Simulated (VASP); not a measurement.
**AlN: single point with LDA**

AlN:

```
Al N
1.0
     0.00000   -2.03901   -2.03901
     0.00000    2.03901   -2.03901
     4.07802    0.00000    0.00000
Al N
2 2
Direct
  0.51675 0.48325 0.00000
  0.98325 0.01675 0.50000
  0.49314 0.50686 0.50000
  0.00686 0.99314 0.00000
```

```
Program                : VASP 6.6.1
Task                   : single point
Functional             : LDA
Potentials or basis    : VASP PAW LDA potentials, release 64 (Al, N)
Cutoff                 : 520 eV
k mesh                 : 8 × 8 × 6
Occupations            : gaussian, width 0.05 eV
Spin                   : no spin polarisation
Dipole correction      : no
Further INCAR settings : ALGO = Normal; EDIFF = 1e-06; NBANDS = 16
```

```json
{
 "Pressure": "-11.6 GPa",
 "Largest force": "0.662 eV/Å",
 "Band gap on the k mesh": "4.19 eV"
}
```

Forces on the atoms (eV/Å):
```
Al   0.000  0.662  0.000
Al   0.000 -0.662  0.000
N    0.000 -0.202  0.000
N    0.000  0.202  0.000
```

Stress tensor (GPa, compression positive):
```
-11.42   0.00   0.00
  0.00 -11.16   0.00
  0.00   0.00 -12.26
```

Levels at points of the mesh, in eV from the valence-band top:
| k point | band 4 | band 5 | band 6 | band 7 | band 8 | band 9 | band 10 | band 11 | band 12 | band 13 |
| --- | --- | --- | --- | --- | --- | --- | --- | --- | --- | --- |
| (0.00, 0.00, 0.00) | -2.75 | -2.75 | -0.03 | -0.01 | 0.00 | 4.22 | 5.24 | 5.38 | 11.74 | 11.92 |
| (0.50, 0.00, 0.00) | -5.83 | -4.07 | -4.06 | -1.12 | -1.07 | 7.93 | 8.17 | 9.97 | 9.98 | 10.18 |
| (0.50, 0.50, 0.00) | -7.25 | -2.76 | -2.75 | -2.75 | -2.75 | 4.19 | 4.21 | 5.20 | 5.23 | 13.56 |
| (0.00, 0.00, 0.50) | -3.74 | -1.60 | -1.60 | -1.60 | -1.60 | 7.32 | 7.32 | 7.36 | 7.36 | 10.77 |
| (0.50, 0.00, 0.50) | -8.19 | -1.04 | -1.04 | -1.03 | -1.03 | 5.94 | 5.94 | 10.57 | 10.57 | 10.59 |
| (0.50, 0.50, 0.50) | -5.60 | -5.60 | -5.60 | -3.88 | -3.88 | 7.64 | 7.64 | 10.42 | 10.42 | 10.46 |

Wall time 10 s on 1 thread of Intel(R) Xeon(R) 6975P-C (Granite Rapids), with other jobs on the host, peak memory 0.15 GiB.

A k mesh can miss the band edges.
